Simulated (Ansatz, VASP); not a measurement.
## NaH: VASP beside Ansatz

File POSCAR:

```
NaH
1.0
    0.0000000000      2.5567241598      2.3598563995
    2.5567241598      0.0000000000      2.3598563995
    2.5567241598      2.5567241598      0.0000000000
Na H
1 1
Direct
    0.0000000000      0.0000000000      0.0000000000
    0.5000000000      0.5000000000      0.5000000000
```

Contents of INCAR.step1:

```
PREC = Accurate
ENCUT = 520
ISMEAR = -1
SIGMA = 0.2
LREAL = False
LASPH = True
NELM = 80
NBANDS = 11
GGA = PE
ALGO = Normal
EDIFF = 1E-4
LWAVE = True
LCHARG = False
```

INCAR.step2

```
PREC = Accurate
ENCUT = 520
EDIFF = 1E-6
ISMEAR = -1
SIGMA = 0.2
LREAL = False
LASPH = True
NELM = 80
ALGO = Normal
ISIF = 2
LWAVE = False
LCHARG = True
METAGGA = R2SCAN
LMIXTAU = True
LELF = True
LVHAR = True
NBANDS = 11
ISTART = 1
```

The input KPOINTS:

```
Automatic mesh
0
Gamma
  10 10 10
```

Input for Ansatz:

```yaml
crystal:
  lattice:
    - [0.0, 2.5567241598, 2.3598563995]
    - [2.5567241598, 0.0, 2.3598563995]
    - [2.5567241598, 2.5567241598, 0.0]
  atoms:
    - { symbol: Na, position: [0.0, 0.0, 0.0] }
    - { symbol: H, position: [0.5, 0.5, 0.5] }
basis:
  ecutwfc: 520.0
kpoints:
  mp_grid: { grid: [10, 10, 10] }
hamiltonian:
  xc: r2scan
scf:
  occupations: { method: fermi_dirac, width: 0.2 }
output:
  forces: true
  stress: true
  eigenvalues: true
```

Alike in both runs: task single point; functional r2SCAN; k mesh 10 × 10 × 10; occupations fermi-dirac, width 0.2 eV; no spin polarisation.

```csv
,VASP,Ansatz
version,VASP 6.6.1,Ansatz 0.2.0
potentials or method,"VASP PAW PBE potentials, release 64 (Na_pv, H), cutoff 520 eV","scalar-relativistic, plane waves, PAW"
valence electrons in the cell,8,10
```

```tsv
	VASP	Ansatz	Ansatz less VASP
gap on the k mesh at the Fermi level (eV)	4.15	4.14	-0.015
least direct gap on the mesh (eV)	4.98	4.97	-0.015
pressure (GPa)	-2.2	-2.0	+0.20
traceless stress, the component that is largest in VASP (GPa)	1.33	1.28	-0.047
```

VASP's potentials were made for PBE, not for r2SCAN. VASP's potentials hold 8 valence electrons a cell and Ansatz's 10, so a difference there can come from the potentials and not from the codes.
